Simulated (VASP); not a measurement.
# Y (P6/mmm) in VASP: further runs

Y is run at these levels: revPBE; tasks: single point.

Everything below comes from runs of VASP 6.6.1. Logs are shortened: lines on timing, memory, paths and dates and some standing lists are left out, and cuts for length are marked.

**1. The cell of the first run**

Symmetry: P6/mmm, No. 191, hexagonal system. Conventional cell: a = 5.630 Å, b = 5.630 Å, c = 3.516 Å, α = 90.00°, β = 90.00°, γ = 120.00°. Within 4.6 Å of Y (site symmetry 6/mmm) lie 14 Y at 3.52 to 3.70 Å. Within 4.3 Å of Y (site symmetry -6m2) lie 11 Y at 3.25 to 3.70 Å.

This isn't the form of Y at room conditions, which is hcp.

**2. Single point, revPBE (32.17 Å³/atom)**

File INCAR:

```
SYSTEM = Y
PREC = Accurate ; ENCUT = 520
EDIFF = 1E-7 ; ISMEAR = -1
SIGMA = 0.1 ; LREAL = .False.
LASPH = .True. ; NELM = 100
ALGO = Normal ; ISIF = 2
LWAVE = .False. ; LCHARG = .False.
GGA = RE ; NBANDS = 24
```

File KPOINTS:

```
Automatic mesh
0
Gamma
  7 7 10
  0 0 0
```

File POSCAR:

```
Y
1.0
    5.6296383493      0.0000000000      0.0000000000
   -2.8148191746      4.8754098247      0.0000000000
    0.0000000000      0.0000000000      3.5157256849
Y
3
Direct
    1.0000000000      0.0000000000      1.0000000000
    0.3333333333      0.6666666667      0.5000000000
    0.6666666667      0.3333333333      0.5000000000
```

Potentials or basis: VASP PAW PBE potentials, release 64 (Y_sv).

Launch:

```sh
$ cat potpaw_PBE.64/Y_sv/POTCAR > POTCAR
$ mpirun -np 1 vasp_std > vasp.out
```

OUTCAR:

```text
SYSTEM = Y
   PREC = Accurate
   ENCUT = 520
   EDIFF = 1E-7
   ISMEAR = -1
   LREAL = .False.
   LASPH = .True.
   NELM = 100
   ISIF = 2
   GGA = RE

 ion  position               nearest neighbor table
   1  0.000  0.000  0.000-   2 3.70   3 3.70   2 3.70   3 3.70   3 3.70   3 3.70   2 3.70   2 3.70
                             3 3.70   3 3.70   2 3.70   2 3.70
   2  0.333  0.667  0.500-   3 3.25   3 3.25   3 3.25   1 3.70   1 3.70   1 3.70   1 3.70   1 3.70
                             1 3.70
   3  0.667  0.333  0.500-   2 3.25   2 3.25   2 3.25   1 3.70   1 3.70   1 3.70   1 3.70   1 3.70
                             1 3.70

  LATTYP: Found a hexagonal cell.
 ALAT       =     5.6296383493
 C/A-ratio  =     0.6245029373

  Lattice vectors:

 A1 = (   5.6296383493,   0.0000000000,   0.0000000000)
 A2 = (  -2.8148191746,   4.8754098247,   0.0000000000)
 A3 = (   0.0000000000,   0.0000000000,   3.5157256849)

Analysis of symmetry for initial positions (statically):
=====================================================================
 Subroutine PRICEL returns:
 Original cell was already a primitive cell.

 Routine SETGRP: Setting up the symmetry group for a
 hexagonal supercell.

 Subroutine GETGRP returns: Found 24 space group operations
 (whereof 24 operations were pure point group operations)
 out of a pool of 24 trial point group operations.

The static configuration has the point symmetry D_6h.

Analysis of symmetry for dynamics (positions and initial velocities):
=====================================================================
 Subroutine PRICEL returns:
 Original cell was already a primitive cell.

 Routine SETGRP: Setting up the symmetry group for a
 hexagonal supercell.

 Subroutine GETGRP returns: Found 24 space group operations
 (whereof 24 operations were pure point group operations)
 out of a pool of 24 trial point group operations.

The dynamic configuration has the point symmetry D_6h.

 Subroutine INISYM returns: Found 24 space group operations
 (whereof 24 operations are pure point group operations),
 and found     1 'primitive' translations

----------------------------------------------------------------------------------------

                                     Primitive cell

  volume of cell :      96.4954

  direct lattice vectors                    reciprocal lattice vectors
     5.629638349  0.000000000  0.000000000     0.177631304  0.102555481  0.000000000
    -2.814819175  4.875409825  0.000000000     0.000000000  0.205110962  0.000000000
     0.000000000  0.000000000  3.515725685     0.000000000  0.000000000  0.284436298

  length of vectors
     5.629638349  5.629638349  3.515725685     0.205110962  0.205110962  0.284436298

  position of ions in fractional coordinates (direct lattice)
     0.000000000  0.000000000  0.000000000
     0.333333333  0.666666667  0.500000000
     0.666666667  0.333333333  0.500000000

  ion indices of the primitive-cell ions
   primitive index   ion index
                 1           1
                 2           2
                 3           3

----------------------------------------------------------------------------------------

 KPOINTS: Automatic mesh

Automatic generation of k-mesh.
 Grid dimensions read from file:
 generate k-points for:    7    7   10

 Generating k-lattice:

  Cartesian coordinates                     Fractional coordinates (reciprocal lattice)
     0.025375901  0.014650783  0.000000000     0.142857143  0.000000000  0.000000000
     0.000000000  0.029301566  0.000000000     0.000000000  0.142857143  0.000000000
     0.000000000  0.000000000  0.028443630     0.000000000  0.000000000  0.100000000

  Length of vectors
     0.029301566  0.029301566  0.028443630

  Shift w.r.t. Gamma in fractional coordinates (k-lattice)
     0.000000000  0.000000000  0.000000000

 Subroutine IBZKPT returns following result:
 ===========================================

 Found     48 irreducible k-points:

 Following reciprocal coordinates:
            Coordinates               Weight
  0.000000  0.000000  0.000000      1.000000
  0.142857 -0.000000  0.000000      6.000000
  0.285714  0.000000  0.000000      6.000000
  0.428571  0.000000  0.000000      6.000000
  0.142857  0.142857  0.000000      6.000000
  0.285714  0.142857  0.000000     12.000000
[... 16 lines left out ...]
  0.428571  0.142857  0.200000     12.000000
  0.285714  0.285714  0.200000     12.000000
 [... further k-points ...]
   k-points           NKPTS =     48   k-points in BZ     NKDIM =     48   number of bands    NBANDS=     24
   number of dos      NEDOS =    301   number of ions     NIONS =      3
   total plane-waves  NPLWV =  49392
   dimension x,y,z NGX =    42 NGY =   42 NGZ =   28
   dimension x,y,z NGXF=    84 NGYF=   84 NGZF=   56
   ions per type =               3
   NGX,Y,Z   is equivalent  to a cutoff of  12.40, 12.40, 13.24 a.u.
   NGXF,Y,Z  is equivalent  to a cutoff of  24.81, 24.81, 26.48 a.u.
 SYSTEM =  Y
   PREC   = accura    normal or accurate (medium, high low for compatibility)
   ISTART =      0    job   : 0-new  1-cont  2-samecut
   ICHARG =      2    charge: 1-file 2-atom 10-const
   ISPIN  =      1    spin polarized calculation?
   LNONCOLLINEAR =      F non collinear calculations
   LSORBIT =      F    spin-orbit coupling
   LASPH  =      T    aspherical Exc in radial PAW
   ENCUT  =  520.0 eV  38.22 Ry    6.18 a.u.  10.47 10.47  6.54*2*pi/ulx,y,z
   NELM   =    100;   NELMIN=  2; NELMDL= -5     # of ELM steps
   EDIFF  = 0.1E-06   stopping-criterion for ELM
   LREAL  =      F    real-space projection
   EDIFFG = 0.1E-05   stopping-criterion for IOM
   NSW    =      0    number of steps for IOM
   IBRION =     -1    ionic relax: 0-MD 1-quasi-New 2-CG
   NFREE  =      0    steps in history (QN), initial steepest desc. (CG)
   ISIF   =      2    stress and relaxation
   ISYM   =      2    0-nonsym 1-usesym 2-fastsym
   POTIM  = 0.5000    time-step for ionic-motion
   TEBEG  =    0.0;   TEEND  =   0.0 temperature during run
   PSTRESS=    0.0 pullay stress
   NELECT =      33.0000    total number of electrons
   NUPDOWN=      -1.0000    fix difference up-down
   EMIN   =  10.00;   EMAX   =-10.00  energy-range for DOS
   EFERMI =   0.00;   METHOD = LEGACY
   ISMEAR =    -1;   SIGMA  =   0.10  broadening in eV -4-tet -1-fermi 0-gaus
   EFERMI_NEDOS =   21; number of points for ismear=-14 and -15
   IALGO  =     38    algorithm
   IMIX   =      4    mixing-type and parameters
     AMIX     =   0.40;   BMIX     =  1.00
     AMIX_MAG =   1.60;   BMIX_MAG =  1.00
  volume/ion in A,a.u.               =      32.17       217.06
  Fermi-wavevector in a.u.,A,eV,Ry     =   1.144838  2.163430 17.832523  1.310653
  Thomas-Fermi vector in A             =   2.281528
   LORBIT       =      0    0 simple, 1 ext, 2 COOP (PROOUT), +10 PAW based schemes
   GGA     = RE    functional components
   LHFCALC =     F    Hartree Fock is set to
   AEXX    =    0.0000 exact exchange contribution
   IVDW    =     0    specifies the selected vdW correction
   LEPSILON=     F    determine dielectric tensor
   LRPA    =     F    only Hartree local field effects (RPA)
 non-spin polarized calculation
  energy-cutoff  :      520.00
  volume of cell :       96.50
 maximum number of plane-waves:      2629
 NGX is ok and might be reduce to    42
   NGX = 21   NGY = 21   NGZ = 13

 number of electron      33.0000002 magnetization

 Free energy of the ion-electron system (eV)
  ---------------------------------------------------
  ext. energy  EPLUGINS =         0.00000000
  ---------------------------------------------------
  free energy    TOTEN  =       -18.39526481 eV

  energy without entropy =      -18.20823345  energy(sigma->0) =      -18.30174913

 E-fermi :   3.1268     XC(G=0):  -9.4366

 val. band max:        3.1251481584   @ k =   0.4286   0.1429   0.4000
 cond. band min:       3.1422272315   @ k =   0.1429   0.1429   0.2000
 fundamental gap:      0.0170790731
 Fermi energy:         3.1268418834

 k-point     1 :       0.0000    0.0000    0.0000
  band No.  band energies     occupation
      1     -39.5541      2.00000
      2     -39.4423      2.00000
      3     -39.4310      2.00000
      4     -19.7523      2.00000
      5     -19.7523      2.00000
      6     -19.5323      2.00000
[... 16 lines left out ...]
     23       6.0004      0.00000
     24       6.0006      0.00000

 k-point     2 :       0.1429   -0.0000    0.0000
  band No.  band energies     occupation
      1     -39.5485      2.00000
      2     -39.4469      2.00000
      3     -39.4320      2.00000
      4     -19.7824      2.00000
      5     -19.7572      2.00000
      6     -19.4949      2.00000
[... 16 lines left out ...]
     23       5.6798      0.00000
     24       5.7313      0.00000

 k-point     3 :       0.2857    0.0000    0.0000
  band No.  band energies     occupation
      1     -39.5337      2.00000
      2     -39.4596      2.00000
      3     -39.4344      2.00000
      4     -19.8316      2.00000
      5     -19.7348      2.00000
      6     -19.4251      2.00000
[... 16 lines left out ...]
     23       5.6153      0.00000
     24       6.2240      0.00000

 k-point     4 :       0.4286    0.0000    0.0000
  band No.  band energies     occupation
      1     -39.5157      2.00000
      2     -39.4758      2.00000
      3     -39.4364      2.00000
      4     -19.8625      2.00000
      5     -19.6664      2.00000
      6     -19.4773      2.00000
[... 16 lines left out ...]
     23       5.8653      0.00000
     24       6.4232      0.00000

 k-point     5 :       0.1429    0.1429    0.0000
  band No.  band energies     occupation
      1     -39.5383      2.00000
      2     -39.4554      2.00000
      3     -39.4339      2.00000
      4     -19.8094      2.00000
      5     -19.7575      2.00000
      6     -19.4358      2.00000
[... 451 lines left out ...]
 k-point    22 :       0.2857    0.1429    0.2000
  band No.  band energies     occupation
      1     -39.5109      2.00000
      2     -39.4610      2.00000
      3     -39.4282      2.00000
      4     -19.8121      2.00000
      5     -19.6889      2.00000
      6     -19.5146      2.00000
[... 16 lines left out ...]
     23       5.7320      0.00000
     24       6.3212      0.00000

 k-point    23 :       0.4286    0.1429    0.2000
  band No.  band energies     occupation
      1     -39.4988      2.00000
      2     -39.4724      2.00000
      3     -39.4290      2.00000
      4     -19.8224      2.00000
      5     -19.6467      2.00000
      6     -19.5501      2.00000
[... 16 lines left out ...]
     23       5.6591      0.00000
     24       6.4950      0.00000

 k-point    24 :       0.2857    0.2857    0.2000
  band No.  band energies     occupation
      1     -39.4949      2.00000
      2     -39.4755      2.00000
      3     -39.4297      2.00000
      4     -19.8151      2.00000
      5     -19.6405      2.00000
      6     -19.5587      2.00000
[... 16 lines left out ...]
     23       5.3766      0.00000
     24       6.5282      0.00000

 [... further k-points ...]

------------------------ aborting loop because EDIFF is reached ----------------------------------------

  FORCE on cell =-STRESS in cart. coord.  units (eV):
  Direction    XX          YY          ZZ          XY          YZ          ZX
  --------------------------------------------------------------------------------------
  -------------------------------------------------------------------------------------
  Total        0.9344796      0.9344796      0.8806168      0.0000000     -0.0000000     -0.0000000
  in kB       15.5157868     15.5157868     14.6214665      0.0000000     -0.0000000     -0.0000000
  external PRESSURE =      15.2176800 kB  Pullay stress =       0.0000000 kB

 VOLUME and BASIS-vectors are now :
 -----------------------------------------------------------------------------
  energy-cutoff  :      520.00
  volume of cell :       96.50
      direct lattice vectors                 reciprocal lattice vectors
     5.629638349  0.000000000  0.000000000     0.177631304  0.102555481  0.000000000
    -2.814819175  4.875409825  0.000000000     0.000000000  0.205110962  0.000000000
     0.000000000  0.000000000  3.515725685     0.000000000  0.000000000  0.284436298

 POSITION                                       TOTAL-FORCE (eV/Angst)
 -----------------------------------------------------------------------------------
      0.00000      0.00000      0.00000         0.000000      0.000000      0.000000
     -0.00000      3.25027      1.75786        -0.000000      0.000000      0.000000
      2.81482      1.62514      1.75786         0.000000     -0.000000     -0.000000
 -----------------------------------------------------------------------------------
    total drift:                               -0.000000      0.000000     -0.000000

  FREE ENERGIE OF THE ION-ELECTRON SYSTEM (eV)
  ---------------------------------------------------
  free  energy   TOTEN  =       -18.3952648075 eV

  energy  without entropy=      -18.2082334491  energy(sigma->0) =      -18.30174913
```

Wall time 2.8 min (1 thread of Oxide Virtual Turin-like, shared host); peak memory 0.24 GiB.

Results:

| Item | Value |
| --- | --- |
| Free energy | -18.3953 eV |
| Pressure | 1.5 GPa |
| Band gap on the k mesh | zero (an odd number of electrons rules out a gap without spin polarisation) |

Levels at points of the mesh, in eV from the Fermi level:
```
           k point  band 14  band 15  band 16  band 17  band 18  band 19  band 20  band 21
(0.00, 0.00, 0.00)    -1.00     0.07     0.07     0.13     0.13     0.50     1.77     2.43
(0.00, 0.00, 0.50)    -1.10    -1.09    -1.09    -0.66    -0.66     1.73     1.73     2.15
```

Caveat: the PAW data sets were made with another functional, which shifts forces and pressure a little.

**3. Single point, revPBE (33.51 Å³/atom)**

This run uses another cell than the first one, of 33.51 Å³/atom.

File INCAR:

```
SYSTEM = Y
PREC = Accurate ; ENCUT = 520
EDIFF = 1E-7 ; ISMEAR = -1
SIGMA = 0.1 ; LREAL = .FALSE.
LASPH = .TRUE. ; NELM = 60
ALGO = Normal ; ISIF = 2
LWAVE = .FALSE. ; LCHARG = .FALSE.
GGA = RE ; NBANDS = 24
```

File KPOINTS:

```
Automatic mesh
0
G
  7 7 10
  0 0 0
```

File POSCAR:

```
Y
1.0
    5.7067662671      0.0000000000      0.0000000000
   -2.8533831335      4.9422045608      0.0000000000
    0.0000000000      0.0000000000      3.5638922961
Y
3
Direct
    1.0000000000      0.0000000000      1.0000000000
    0.3333333333      0.6666666667      0.5000000000
    0.6666666667      0.3333333333      0.5000000000
```

Potentials or basis: VASP PAW PBE potentials, release 64 (Y_sv).

Launch:

```sh
$ cat potpaw_PBE.64/Y_sv/POTCAR > POTCAR
$ mpirun -np 1 vasp_std > vasp.out
```

OUTCAR:

```text
SYSTEM = Y
   PREC = Accurate
   ENCUT = 520
   EDIFF = 1E-7
   ISMEAR = -1
   LREAL = .FALSE.
   LASPH = .TRUE.
   NELM = 60
   ISIF = 2
   GGA = RE

 ion  position               nearest neighbor table
   1  0.000  0.000  0.000-   2 3.75   3 3.75   2 3.75   3 3.75   3 3.75   3 3.75   2 3.75   2 3.75
                             3 3.75   3 3.75   2 3.75   2 3.75
   2  0.333  0.667  0.500-   3 3.29   3 3.29   3 3.29   1 3.75   1 3.75   1 3.75   1 3.75   1 3.75
                             1 3.75
   3  0.667  0.333  0.500-   2 3.29   2 3.29   2 3.29   1 3.75   1 3.75   1 3.75   1 3.75   1 3.75
                             1 3.75

  LATTYP: Found a hexagonal cell.
 ALAT       =     5.7067662671
 C/A-ratio  =     0.6245029373

  Lattice vectors:

 A1 = (   5.7067662671,   0.0000000000,   0.0000000000)
 A2 = (  -2.8533831335,   4.9422045608,   0.0000000000)
 A3 = (   0.0000000000,   0.0000000000,   3.5638922961)

Analysis of symmetry for initial positions (statically):
=====================================================================
 Subroutine PRICEL returns:
 Original cell was already a primitive cell.

 Routine SETGRP: Setting up the symmetry group for a
 hexagonal supercell.

[... 167 lines left out ...]
 E-fermi :   2.9329     XC(G=0):  -9.2792

 val. band max:        2.9304872372   @ k =   0.2857   0.1429   0.4000
 cond. band min:       2.9410437306   @ k =   0.1429   0.1429   0.2000
 fundamental gap:      0.0105564934
 Fermi energy:         2.9328926381

 k-point     1 :       0.0000    0.0000    0.0000
  band No.  band energies     occupation
      1     -39.8510      2.00000
      2     -39.7558      2.00000
      3     -39.7538      2.00000
      4     -20.0143      2.00000
      5     -20.0143      2.00000
      6     -19.8236      2.00000
[... 637 lines left out ...]
     23       5.1207      0.00000
     24       6.2004      0.00000

 [... further k-points ...]

------------------------ aborting loop because EDIFF is reached ----------------------------------------

  FORCE on cell =-STRESS in cart. coord.  units (eV):
  Direction    XX          YY          ZZ          XY          YZ          ZX
  --------------------------------------------------------------------------------------
  -------------------------------------------------------------------------------------
  Total       -0.0586955     -0.0586955     -0.0406275     -0.0000000     -0.0000000     -0.0000000
  in kB       -0.9355773     -0.9355773     -0.6475829     -0.0000000     -0.0000000     -0.0000000
  external PRESSURE =      -0.8395792 kB  Pullay stress =       0.0000000 kB

 VOLUME and BASIS-vectors are now :
 -----------------------------------------------------------------------------
  energy-cutoff  :      520.00
  volume of cell :      100.52
      direct lattice vectors                 reciprocal lattice vectors
     5.706766267  0.000000000  0.000000000     0.175230586  0.101169426  0.000000000
    -2.853383133  4.942204561  0.000000000     0.000000000  0.202338853  0.000000000
     0.000000000  0.000000000  3.563892296     0.000000000  0.000000000  0.280592093

 POSITION                                       TOTAL-FORCE (eV/Angst)
 -----------------------------------------------------------------------------------
      0.00000      0.00000      0.00000         0.000000      0.000000     -0.000000
     -0.00000      3.29480      1.78195        -0.000000      0.000000      0.000000
      2.85338      1.64740      1.78195         0.000000     -0.000000     -0.000000
 -----------------------------------------------------------------------------------
    total drift:                               -0.000000      0.000000     -0.000000

  FREE ENERGIE OF THE ION-ELECTRON SYSTEM (eV)
  ---------------------------------------------------
  free  energy   TOTEN  =       -18.4129626365 eV

  energy  without entropy=      -18.2187417855  energy(sigma->0) =      -18.31585221
```

Run time: 1.8 min. Hardware: 1 thread of Oxide Virtual Turin-like, shared host; peak memory 0.24 GiB.

Results:

```yaml
Free_energy: -18.4130 eV
Pressure: -0.1 GPa
Band_gap_on_the_k_mesh: zero (an odd number of electrons rules out a gap without spin polarisation)
```

Levels at points of the mesh, in eV from the Fermi level:
```tsv
k point	band 13	band 14	band 15	band 16	band 17	band 18	band 19	band 20	band 21	band 22
(0.00, 0.00, 0.00)	-4.58	-0.94	0.04	0.04	0.09	0.09	0.47	1.72	2.35	2.35
(0.00, 0.00, 0.50)	-1.76	-1.14	-1.00	-1.00	-0.61	-0.61	1.68	1.68	2.04	2.04
```

Caveat: the PAW data sets were made with another functional, which shifts forces and pressure a little.
